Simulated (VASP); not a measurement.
Input of a VASP 6.6.1 run:

The input INCAR:

```
PREC = Accurate
ENCUT = 600
EDIFF = 1E-6
ISMEAR = 0
SIGMA = 0.1
LREAL = F
LASPH = T
NELM = 60
ALGO = Normal
ISIF = 3
LWAVE = F
LCHARG = F
GGA = PS
IBRION = 2
NSW = 80
EDIFFG = -0.03
```

The input KPOINTS:

```
regular mesh
0
Gamma
  9 9 9
```

The input POSCAR:

```
ClO
1.0
    3.1852170000      0.0000000000      0.0000000000
    0.0000000000      3.1852170000      0.0000000000
    0.0000000000      0.0000000000      3.1852170000
Cl O
1 1
Direct
    0.0000000000      0.0000000000      0.0000000000
    0.5000000000      0.5000000000      0.5000000000
```

Potentials or basis: VASP PAW PBE potentials, release 64 (Cl, O).

The run is started by

```bash
$ cat potpaw_PBE.64/Cl/POTCAR potpaw_PBE.64/O/POTCAR > POTCAR
$ mpirun -np 1 vasp_std > vasp.out
```

(1) What does it give for the relaxed cell?

(2) Estimate the relaxed volume.

(3) What does it give for the space group after relaxing (to 0.05 Å)?

Answers

(1) a = 2.864 Å, b = 2.864 Å, c = 2.864 Å, α = 90.00°, β = 90.00°, γ = 90.00°.

(2) 11.75 Å³/atom.

(3) Pm-3m (No. 221).

Caveat: the volume moved by over 15 % at a fixed basis, so the end points are rough; the PAW data sets were made with another functional, which shifts forces and pressure a little; an odd number of electrons without spin polarisation forces a metal; a magnetic or distorted state may lie lower.
